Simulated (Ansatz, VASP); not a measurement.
Two plane-wave programs on Ti4C

The input INCAR:

```
SYSTEM = Ti4C
  PREC = Accurate
  ENCUT = 520
  EDIFF = 1E-7
  ISMEAR = 0
  SIGMA = 0.1
  LREAL = .FALSE.
  LASPH = .TRUE.
  NELM = 100
  ALGO = Normal
  ISIF = 2
  LWAVE = .FALSE.
  LCHARG = .FALSE.
  GGA = PE
  NBANDS = 34
```

The input KPOINTS:

```
regular mesh
0
G
  4 4 4
  0 0 0
```

The input POSCAR:

```
Ti4C
1.0
    4.2409136400      0.0000000000      0.0000000000
    0.0000000000      4.2409136400      0.0000000000
    0.0000000000      0.0000000000      4.2409136400
Ti C
4 1
Direct
    0.2500000000      0.2500000000      0.2500000000
    0.7500000000      0.7500000000      0.2500000000
    0.2500000000      0.7500000000      0.7500000000
    0.7500000000      0.2500000000      0.7500000000
    0.0000000000      0.0000000000      0.0000000000
```

Input for Ansatz:

```yaml
crystal:
  lattice:
    - [4.24091364, 0.0, 0.0]
    - [0.0, 4.24091364, 0.0]
    - [0.0, 0.0, 4.24091364]
  atoms:
    - { symbol: Ti, position: [0.25, 0.25, 0.25] }
    - { symbol: Ti, position: [0.75, 0.75, 0.25] }
    - { symbol: Ti, position: [0.25, 0.75, 0.75] }
    - { symbol: Ti, position: [0.75, 0.25, 0.75] }
    - { symbol: C, position: [0.0, 0.0, 0.0] }
basis:
  ecutwfc: 420
kpoints:
  mp_grid: { grid: [4, 4, 4] }
hamiltonian:
  xc: pbe
scf:
  occupations: { method: gaussian, width: 0.1 }
  lower_state_search: "off"
output:
  forces: true
  stress: true
  eigenvalues: true
```

Change from the starting cell: species swapped into the SnI4 type (P-43m, No. 215).

Alike in both runs: task single point; functional PBE; k mesh 4 × 4 × 4; occupations gaussian, width 0.1 eV; no spin polarisation.

```csv
,VASP,Ansatz
version,VASP 6.6.1,Ansatz 0.2.0
potentials or method,"VASP PAW PBE potentials, release 64 (Ti_sv, C), cutoff 520 eV","scalar-relativistic, plane waves, PAW"
valence electrons in the cell,52,52
```

```tsv
	VASP	Ansatz	Ansatz less VASP
gap on the k mesh at the Fermi level (eV)	none	none	-
pressure (GPa)	16.3	16.4	+0.08
```

A gap of «none» marks a metal or a gap that the smearing closes.

The k mesh is coarse, so the values compare programs but aren't converged.
